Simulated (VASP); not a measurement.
A run of VASP 6.6.1 is set up as follows.

The input INCAR:

```
SYSTEM = Ga
ALGO = Fast
EDIFF = 1E-6
ENCUT = 520
GGA = PS
ISIF = 2
ISMEAR = -1
LASPH = .TRUE.
LCHARG = .FALSE.
LREAL = .FALSE.
LWAVE = .FALSE.
NBANDS = 20
NELM = 100
PREC = Accurate
SIGMA = 0.05
```

Contents of KPOINTS:

```
k-points
0
G
  10 10 8
  0 0 0
```

The input POSCAR:

```
Ga
1.0
    1.4784385925     -4.1447261231      0.0000000000
    1.4784385925      4.1447261231      0.0000000000
    0.0000000000      0.0000000000      3.2321726471
Ga
2
Direct
    0.1330000000      0.8670000000      0.7500000000
    0.8670000000      0.1330000000      0.2500000000
```

Potentials or basis: VASP PAW PBE potentials, release 64 (Ga_d).

Run with:

```bash
$ cat potpaw_PBE.64/Ga_d/POTCAR > POTCAR
$ mpirun -np 1 vasp_std > vasp.out
```

Question: Predict the largest force.

Answer: 0.188 eV/Å.

Question: What does it give for the band gap on the k mesh?

Answer: Zero (band 13 reaches 9.90 eV, above the bottom of band 14 at 0.99 eV).

Question: Predict the pressure.

Answer: -4.6 GPa.

Stress tensor (GPa, compression positive):
```
-5.49  0.00  0.00
 0.00 -4.51  0.00
 0.00  0.00 -3.78
```

Caveat: the PAW data sets were made with another functional, which shifts forces and pressure a little.
